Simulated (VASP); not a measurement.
# Mo (Cmmm) in VASP: notebook

Runs on Mo. Level: PBEsol. Tasks: single point.

Program: VASP 6.6.1. These are calculated values, not measurements. Logs are shortened: lines on timing, memory, paths and dates and some standing lists are left out, and cuts for length are marked.

### Step 1. The cell of the first run

It takes space group Cmmm (No. 65, orthorhombic). Conventional cell: a = 2.736 Å, b = 4.501 Å, c = 2.555 Å, α = 90.00°, β = 90.00°, γ = 90.00°. Mo (site symmetry mmm) has 8 Mo at 2.56 to 2.74 Å within 3.4 Å.

### Step 2. Single point, PBEsol (strain -0.0500 x Voigt [0, 1, 0, 0, 0, 0])

File INCAR:

```
SYSTEM = Mo
PREC = Accurate
ENCUT = 520
EDIFF = 1E-6
ISMEAR = 0
SIGMA = 0.15
LREAL = .FALSE.
LASPH = .TRUE.
NELM = 60
ALGO = Fast
ISIF = 2
LWAVE = .FALSE.
LCHARG = .FALSE.
GGA = PS
NBANDS = 13
```

File KPOINTS:

```
Automatic mesh
0
G
  18 18 18
  0 0 0
```

File POSCAR:

```
Mo
1.0
    2.7355103972      0.0000000000      0.0000000000
   -1.3677551986      2.2505704215      0.0000000000
    0.0000000000      0.0000000000      2.5551807000
Mo
1
Direct
    0.0000000000      0.0000000000      0.5000000000
```

Potentials or basis: VASP PAW PBE potentials, release 64 (Mo_sv).

Launch:

```bash
$ cat potpaw_PBE.64/Mo_sv/POTCAR > POTCAR
$ mpirun -np 1 vasp_std > vasp.out
```

OUTCAR:

```text
SYSTEM = Mo
   PREC = Accurate
   ENCUT = 520
   EDIFF = 1E-6
   ISMEAR = 0
   LREAL = .FALSE.
   LASPH = .TRUE.
   NELM = 60
   ISIF = 2
   GGA = PS

 ion  position               nearest neighbor table
   1  0.000  0.000  0.500-

  Warning from LATTYP: Monoclinic adjustment (A1->A3, A2->A1, A3->A2)!
  LATTYP: Found a base centered orthorhombic cell.
 ALAT       =     2.7355103972
 B/A-ratio  =     1.6454482672
 C/A-ratio  =     0.9340782264

  Lattice vectors:

 A1 = (   1.3677551986,  -2.2505704215,   0.0000000000)
 A2 = (   1.3677551986,   2.2505704215,   0.0000000000)
 A3 = (   0.0000000000,   0.0000000000,   2.5551807000)

Analysis of symmetry for initial positions (statically):
=====================================================================
 Subroutine PRICEL returns:
 Original cell was already a primitive cell.

 Routine SETGRP: Setting up the symmetry group for a
 base centered orthorhombic supercell.

 Subroutine GETGRP returns: Found  8 space group operations
 (whereof  8 operations were pure point group operations)
 out of a pool of  8 trial point group operations.

The static configuration has the point symmetry D_2h.

Analysis of symmetry for dynamics (positions and initial velocities):
=====================================================================
 Subroutine PRICEL returns:
 Original cell was already a primitive cell.

 Routine SETGRP: Setting up the symmetry group for a
 base centered orthorhombic supercell.

 Subroutine GETGRP returns: Found  8 space group operations
 (whereof  8 operations were pure point group operations)
 out of a pool of  8 trial point group operations.

The dynamic configuration has the point symmetry D_2h.

 Subroutine INISYM returns: Found  8 space group operations
 (whereof  8 operations are pure point group operations),
 and found     1 'primitive' translations

----------------------------------------------------------------------------------------

                                     Primitive cell

  volume of cell :      15.7309

  direct lattice vectors                    reciprocal lattice vectors
     2.735510397  0.000000000  0.000000000     0.365562493  0.222165899  0.000000000
    -1.367755199  2.250570421  0.000000000     0.000000000  0.444331797  0.000000000
     0.000000000  0.000000000  2.555180700     0.000000000  0.000000000  0.391361754

  length of vectors
     2.735510397  2.633594788  2.555180700     0.427777539  0.444331797  0.391361754

  position of ions in fractional coordinates (direct lattice)
     0.000000000  0.000000000  0.500000000

  ion indices of the primitive-cell ions
   primitive index   ion index
                 1           1
[... 84 lines left out ...]
   NUPDOWN=      -1.0000    fix difference up-down
   EMIN   =  10.00;   EMAX   =-10.00  energy-range for DOS
   EFERMI =   0.00;   METHOD = LEGACY
   ISMEAR =     0;   SIGMA  =   0.15  broadening in eV -4-tet -1-fermi 0-gaus
   EFERMI_NEDOS =   21; number of points for ismear=-14 and -15
   IALGO  =     68    algorithm
   IMIX   =      4    mixing-type and parameters
     AMIX     =   0.40;   BMIX     =  1.00
     AMIX_MAG =   1.60;   BMIX_MAG =  1.00
  volume/ion in A,a.u.               =      15.73       106.16
  Fermi-wavevector in a.u.,A,eV,Ry     =   1.574708  2.975766 33.738430  2.479705
  Thomas-Fermi vector in A             =   2.675801
   LORBIT       =      0    0 simple, 1 ext, 2 COOP (PROOUT), +10 PAW based schemes
   GGA     = PS    functional components
   LHFCALC =     F    Hartree Fock is set to
   AEXX    =    0.0000 exact exchange contribution
   IVDW    =     0    specifies the selected vdW correction
   LEPSILON=     F    determine dielectric tensor
   LRPA    =     F    only Hartree local field effects (RPA)
 non-spin polarized calculation
 RMM-DIIS sequential band-by-band and
 Gauss-broadening in eV      SIGMA  =   0.15
  energy-cutoff  :      520.00
  volume of cell :       15.73
 maximum number of plane-waves:       439
   NGX = 11   NGY =  9   NGZ =  9

 number of electron      14.0000000 magnetization

 Free energy of the ion-electron system (eV)
  ---------------------------------------------------
  ext. energy  EPLUGINS =         0.00000000
  ---------------------------------------------------
  free energy    TOTEN  =       -10.83675573 eV

  energy without entropy =      -10.82836214  energy(sigma->0) =      -10.83255893

 E-fermi :  12.3184     XC(G=0): -13.3995

 val. band max:       12.3181230913   @ k =   0.0556   0.2222   0.4444
 cond. band min:      12.3232099481   @ k =   0.1111   0.0000   0.1667
 fundamental gap:      0.0050868568
 Fermi energy:        12.3184111272

 k-point     1 :       0.0000    0.0000    0.0000
  band No.  band energies     occupation
      1     -48.7395      2.00000
      2     -21.9508      2.00000
      3     -21.9223      2.00000
      4     -21.7952      2.00000
      5       5.2470      2.00000
      6       7.6686      2.00000
      7      10.6579      2.00000
      8      11.8857      1.99995
      9      16.4776      0.00000
     10      16.6894      0.00000
     11      25.4468      0.00000
     12      27.7443      0.00000
     13      33.2052      0.00000
[... 354 lines left out ...]
  band No.  band energies     occupation
      1     -48.5971      2.00000
      2     -22.7450      2.00000
      3     -22.0430      2.00000
      4     -21.8528      2.00000
      5       7.1353      2.00000
      6       8.4149      2.00000
      7      10.1980      2.00000
      8      13.9784      0.00000
      9      14.4352      0.00000
     10      16.1808      0.00000
     11      26.4614      0.00000
     12      29.1738      0.00000
     13      31.4352      0.00000

 [... further k-points ...]

------------------------ aborting loop because EDIFF is reached ----------------------------------------

  FORCE on cell =-STRESS in cart. coord.  units (eV):
  Direction    XX          YY          ZZ          XY          YZ          ZX
  --------------------------------------------------------------------------------------
  -------------------------------------------------------------------------------------
  Total        1.6905767      1.4578249     -0.3318311     -0.0000000      0.0000000      0.0000000
  in kB      172.1840266    148.4784287    -33.7967620     -0.0000000      0.0000000      0.0000000
  external PRESSURE =      95.6218978 kB  Pullay stress =       0.0000000 kB

 VOLUME and BASIS-vectors are now :
 -----------------------------------------------------------------------------
  energy-cutoff  :      520.00
  volume of cell :       15.73
      direct lattice vectors                 reciprocal lattice vectors
     2.735510397  0.000000000  0.000000000     0.365562493  0.222165899  0.000000000
    -1.367755199  2.250570421  0.000000000     0.000000000  0.444331797  0.000000000
     0.000000000  0.000000000  2.555180700     0.000000000  0.000000000  0.391361754

 POSITION                                       TOTAL-FORCE (eV/Angst)
 -----------------------------------------------------------------------------------
      0.00000      0.00000      1.27759         0.000000      0.000000      0.000000
 -----------------------------------------------------------------------------------
    total drift:                               -0.000000      0.000000     -0.000000

  FREE ENERGIE OF THE ION-ELECTRON SYSTEM (eV)
  ---------------------------------------------------
  free  energy   TOTEN  =       -10.8367557322 eV

  energy  without entropy=      -10.8283621357  energy(sigma->0) =      -10.83255893
```

OSZICAR:

```text
N       E                     dE             d eps       ncg     rms          rms(c)
DAV:   1     0.111318387407E+03    0.11132E+03   -0.91527E+03 23904   0.112E+03
DAV:   2    -0.993719413429E+01   -0.12126E+03   -0.11718E+03 26860   0.334E+02
DAV:   3    -0.113471309641E+02   -0.14099E+01   -0.14063E+01 27515   0.368E+01
DAV:   4    -0.113511819352E+02   -0.40510E-02   -0.40509E-02 26845   0.223E+00
DAV:   5    -0.113512137177E+02   -0.31782E-04   -0.31784E-04 28105   0.166E-01    0.160E+01
RMM:   6    -0.109042921420E+02    0.44692E+00   -0.50253E-01 23668   0.663E+00    0.551E+00
RMM:   7    -0.108402159766E+02    0.64076E-01   -0.15448E-01 24142   0.362E+00    0.712E-01
RMM:   8    -0.108368585186E+02    0.33575E-02   -0.92525E-03 26246   0.107E+00    0.147E-01
RMM:   9    -0.108367545719E+02    0.10395E-03   -0.89933E-04 27044   0.337E-01    0.394E-02
RMM:  10    -0.108367554858E+02   -0.91387E-06   -0.14089E-04 27384   0.139E-01    0.141E-02
RMM:  11    -0.108367556134E+02   -0.12756E-06   -0.19978E-05 26238   0.450E-02    0.409E-03
RMM:  12    -0.108367557322E+02   -0.11883E-06   -0.52616E-06 20694   0.213E-02
   1 F= -.10836756E+02 E0= -.10832559E+02  d E =-.839360E-02
```

Wall time 2 min (1 thread of Intel Xeon 8259CL, shared host); peak memory 0.27 GiB.

What came out:

```
Free energy            : -10.8368 eV
Pressure               : 9.6 GPa
Band gap on the k mesh : zero (bands 7 and 8 overlap by 1.92 eV)
```

Stress tensor (GPa, compression positive):
```
17.22  0.00  0.00
 0.00 14.85  0.00
 0.00  0.00 -3.38
```

Caveat: the cell differs from its parent crystal (strain -0.0500 x Voigt [0, 1, 0, 0, 0, 0]); the stress differs along the axes, from -3 to 17 GPa; the PAW data sets were made with another functional, which shifts forces and pressure a little.

### Step 3. Single point, PBEsol (strain -0.0250 x Voigt [0, 1, 0, 0, 0, 0])

File INCAR:

```
  ALGO = Fast
  EDIFF = 1E-6
  ENCUT = 520
  GGA = PS
  ISIF = 2
  ISMEAR = 0
  LASPH = True
  LCHARG = False
  LREAL = False
  LWAVE = False
  NBANDS = 13
  NELM = 100
  PREC = Accurate
  SIGMA = 0.15
```

File KPOINTS:

```
k-points
0
Gamma
  18 18 18
```

File POSCAR:

```
Mo
1.0
    2.7355103972      0.0000000000      0.0000000000
   -1.3677551986      2.3097959589      0.0000000000
    0.0000000000      0.0000000000      2.5551807000
Mo
1
Direct
    0.0000000000      0.0000000000      0.5000000000
```

Potentials or basis: VASP PAW PBE potentials, release 64 (Mo_sv).

Launch:

```bash
$ cat potpaw_PBE.64/Mo_sv/POTCAR > POTCAR
$ mpirun -np 1 vasp_std > vasp.out
```

It took 1.9 min on 1 thread of Intel Xeon 8259CL, shared host; peak memory 0.28 GiB.

Results (log left out):

* Free energy: -10.8632 eV
* Pressure: 2.7 GPa
* Band gap on the k mesh: zero (bands 7 and 8 overlap by 1.69 eV)

Stress tensor (GPa, compression positive):
```
 7.82  0.00  0.00
 0.00  5.82  0.00
 0.00  0.00 -5.61
```

Levels at points of the mesh, in eV from the Fermi level:
```csv
k point,band 5,band 6,band 7,band 8,band 9,band 10
"(0.00, 0.00, 0.00)",-6.93,-4.46,-1.24,-0.66,4.15,4.26
"(0.50, 0.00, 0.00)",-5.11,-3.17,0.80,1.05,3.54,4.61
"(0.00, 0.50, 0.00)",-5.17,-3.06,0.78,1.33,3.35,4.75
"(0.00, 0.00, 0.50)",-3.90,-0.43,-0.08,0.12,0.86,1.02
"(0.50, 0.00, 0.50)",-5.55,-3.64,-0.29,4.93,6.17,6.35
"(0.00, 0.50, 0.50)",-5.53,-3.66,-0.61,5.08,6.24,6.48
```

Caveat: the cell differs from its parent crystal (strain -0.0250 x Voigt [0, 1, 0, 0, 0, 0]); the stress differs along the axes, from -6 to 8 GPa; the PAW data sets were made with another functional, which shifts forces and pressure a little.

### Step 4. Single point, PBEsol (strain +0.0250 x Voigt [0, 1, 0, 0, 0, 0])

File INCAR:

```
PREC = Accurate
ENCUT = 520
EDIFF = 1E-7
ISMEAR = 0
SIGMA = 0.15
LREAL = F
LASPH = T
NELM = 60
ALGO = Fast
ISIF = 2
LWAVE = F
LCHARG = F
GGA = PS
NBANDS = 13
```

File KPOINTS:

```
regular mesh
0
Gamma
  18 18 18
```

File POSCAR:

```
Mo
1.0
    2.7355103972      0.0000000000      0.0000000000
   -1.3677551986      2.4282470337      0.0000000000
    0.0000000000      0.0000000000      2.5551807000
Mo
1
Direct
    0.0000000000      0.0000000000      0.5000000000
```

Launch:

```bash
$ cat potpaw_PBE.64/Mo_sv/POTCAR > POTCAR
$ mpirun -np 1 vasp_std > vasp.out
```

Wall time 2.5 min (1 thread of Intel Xeon 8259CL, shared host); peak memory 0.29 GiB.

The run converged. Its results:

| Quantity | Value |
| --- | --- |
| Free energy | -10.8606 eV |
| Pressure | -8.3 GPa |
| Band gap on the k mesh | zero (bands 7 and 8 overlap by 1.80 eV) |

Stress tensor (GPa, compression positive):
```
 -8.42   0.00   0.00
  0.00  -5.83   0.00
  0.00   0.00 -10.54
```

Levels at points of the mesh, in eV from the Fermi level:
```tsv
k point	band 5	band 6	band 7	band 8	band 9	band 10
(0.00, 0.00, 0.00)	-6.71	-4.18	-1.11	-0.59	4.00	4.10
(0.50, 0.00, 0.00)	-4.76	-3.07	1.04	1.13	3.38	4.24
(0.00, 0.50, 0.00)	-4.72	-3.17	0.78	1.17	3.54	4.16
(0.00, 0.00, 0.50)	-3.58	-0.25	0.12	0.23	0.60	0.77
(0.50, 0.00, 0.50)	-5.15	-3.18	-0.60	4.60	6.00	6.43
(0.00, 0.50, 0.50)	-5.16	-3.18	-0.33	4.52	5.88	6.29
```

Caveat: the cell differs from its parent crystal (strain +0.0250 x Voigt [0, 1, 0, 0, 0, 0]); the cell stands under tension; the PAW data sets were made with another functional, which shifts forces and pressure a little.

### Step 5. Single point, PBEsol (strain +0.0500 x Voigt [0, 1, 0, 0, 0, 0])

File INCAR:

```
PREC = Accurate
ENCUT = 520
EDIFF = 1E-6
ISMEAR = 0
SIGMA = 0.15
LREAL = False
LASPH = True
NELM = 80
ALGO = Fast
ISIF = 2
LWAVE = False
LCHARG = False
GGA = PS
NBANDS = 13
```

KPOINTS is that of step 4.

File POSCAR:

```
Mo
1.0
    2.7355103972      0.0000000000      0.0000000000
   -1.3677551986      2.4874725711      0.0000000000
    0.0000000000      0.0000000000      2.5551807000
Mo
1
Direct
    0.0000000000      0.0000000000      0.5000000000
```

Launch:

```bash
$ cat potpaw_PBE.64/Mo_sv/POTCAR > POTCAR
$ mpirun -np 1 vasp_std > vasp.out
```

Run time: 2.3 min. Hardware: 1 thread of Intel Xeon 8259CL, shared host; peak memory 0.3 GiB.

It converged, with:

```yaml
Free_energy: -10.8394 eV
Pressure: -12.5 GPa
Band_gap_on_the_k_mesh: zero (bands 7 and 8 overlap by 1.76 eV)
```

Stress tensor (GPa, compression positive):
```
-14.11   0.00   0.00
  0.00 -10.64   0.00
  0.00   0.00 -12.71
```

Levels at points of the mesh, in eV from the Fermi level:
| k point | band 5 | band 6 | band 7 | band 8 | band 9 | band 10 |
| --- | --- | --- | --- | --- | --- | --- |
| (0.00, 0.00, 0.00) | -6.61 | -4.08 | -1.31 | -0.33 | 3.87 | 4.06 |
| (0.50, 0.00, 0.00) | -4.61 | -3.04 | 1.02 | 1.24 | 3.30 | 4.01 |
| (0.00, 0.50, 0.00) | -4.57 | -3.23 | 0.53 | 1.32 | 3.59 | 3.89 |
| (0.00, 0.00, 0.50) | -3.44 | -0.43 | 0.21 | 0.39 | 0.49 | 0.71 |
| (0.50, 0.00, 0.50) | -4.99 | -2.99 | -0.74 | 4.36 | 5.95 | 6.46 |
| (0.00, 0.50, 0.50) | -5.00 | -3.02 | -0.24 | 4.26 | 5.69 | 6.16 |

Caveat: the cell differs from its parent crystal (strain +0.0500 x Voigt [0, 1, 0, 0, 0, 0]); the cell stands under tension; the PAW data sets were made with another functional, which shifts forces and pressure a little.

### Step 6. Overview

| cell | further INCAR settings | gap on the mesh (eV) | pressure (GPa) |
| --- | --- | --- | --- |
| a = 2.736, b = 2.634, c = 2.555 Å, angles 90.0, 90.0, 121.3°, 1 atom | ALGO = Fast; EDIFF = 1e-06; NBANDS = 13 | none | 9.6 |
| a = 2.736, b = 2.684, c = 2.555 Å, angles 90.0, 90.0, 120.6°, 1 atom | ALGO = Fast; EDIFF = 1e-06; NBANDS = 13 | none | 2.7 |
| a = 2.736, b = 2.787, c = 2.555 Å, angles 90.0, 90.0, 119.4°, 1 atom | ALGO = Fast; EDIFF = 1e-07; NBANDS = 13 | none | -8.3 |
| a = 2.736, b = 2.839, c = 2.555 Å, angles 90.0, 90.0, 118.8°, 1 atom | ALGO = Fast; EDIFF = 1e-06; NBANDS = 13 | none | -12.5 |

Alike in all rows: task single point; level PBEsol; potentials or basis VASP PAW PBE potentials, release 64 (Mo_sv); no spin polarisation; k mesh 18 × 18 × 18; cutoff (eV) 520; smearing gaussian 0.15 eV.

Caveats: the PAW data sets were made with another functional, which shifts forces and pressure a little; the cell stands under tension (at least some runs); the stress differs along the axes, from -3 to 17 GPa (at least some runs); the stress differs along the axes, from -6 to 8 GPa (at least some runs).

Total energies depend on the potentials used, so only differences within one code and one set of settings carry meaning.
